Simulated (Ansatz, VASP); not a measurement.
Cs in VASP and in Ansatz

```
CELL_PARAMETERS angstrom
5.36840 0.00000 0.00000
-2.68420 4.64917 0.00000
0.00000 0.00000 8.77340
ATOMIC_POSITIONS crystal
Cs 0.33333 0.66667 0.25000
Cs 0.66667 0.33333 0.75000
```

Alike in both runs: functional PBEsol; k mesh 12 × 12 × 6; occupations gaussian, width 0.1 eV; no spin polarisation.

Ansatz relaxed the structure, and its values are those at the end. VASP's run is a single point on that final structure, the one shown.

|  | VASP | Ansatz |
| --- | --- | --- |
| version | VASP 6.6.1 | Ansatz 0.2.0 |
| potentials or method | VASP PAW PBE potentials, release 64 (Cs_sv), cutoff 520 eV | scalar-relativistic, plane waves, PAW |
| valence electrons in the cell | 18 | 18 |

```tsv
	VASP	Ansatz	Ansatz less VASP
gap on the k mesh at the Fermi level (eV)	none	none	-
pressure (GPa)	0.0	0.0	+0.01
```

VASP's potentials were made for PBE, not for PBEsol. A gap of «none» marks a metal or a gap that the smearing closes. The functional is the same, so the differences come from potentials, cutoffs and numerics.

Neither program's run includes spin-orbit coupling.
